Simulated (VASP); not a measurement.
Wanted: the native input for a VASP 6.6.1 run.

```yaml
Task: single point
Functional: PBE
Dispersion: D4
Potentials_or_basis: VASP PAW PBE potentials, release 64 (Al, N)
Cutoff: 520 eV
k_mesh: 10 × 10 × 6
Occupations: fermi-dirac, width 0.05 eV
Spin: no spin polarisation
Dipole_correction: no
Further_INCAR_settings: ALGO = Normal; EDIFF = 1e-07; NBANDS = 16
```

The structure of AlN lies in POSCAR:

```
AlN
1.0
    3.1740547162      0.0000000000      0.0000000000
   -1.5870273581      2.7488120173      0.0000000000
    0.0000000000      0.0000000000      5.0786914685
Al N
2 2
Direct
    0.6666666667      0.3333333333      0.5000000000
    0.3333333333      0.6666666667      0.0000000000
    0.6666666667      0.3333333333      0.8800000000
    0.3333333333      0.6666666667      0.3800000000
```

One way to write it, as run:

INCAR

```
SYSTEM = AlN
PREC = Accurate ; ENCUT = 520
EDIFF = 1E-7 ; ISMEAR = -1
SIGMA = 0.05 ; LREAL = .FALSE.
LASPH = .TRUE. ; NELM = 80
ALGO = Normal ; ISIF = 2
LWAVE = .FALSE. ; LCHARG = .FALSE.
GGA = PE ; IVDW = 13
NBANDS = 16
```

KPOINTS

```
regular mesh
0
G
  10 10 6
  0 0 0
```

Potentials or basis: VASP PAW PBE potentials, release 64 (Al, N).

Run with:

```console
$ cat potpaw_PBE.64/Al/POTCAR potpaw_PBE.64/N/POTCAR > POTCAR
$ mpirun -np 1 vasp_std > vasp.out
```

Results of the run:

* Pressure: -11.5 GPa
* Largest force: 0.086 eV/Å
* Band gap on the k mesh: 3.72 eV, direct
* Dispersion energy per atom: -0.289 eV

It took 13 s on 1 thread of Intel(R) Xeon(R) 6975P-C (Granite Rapids), on a shared host, peak memory 0.17 GiB.
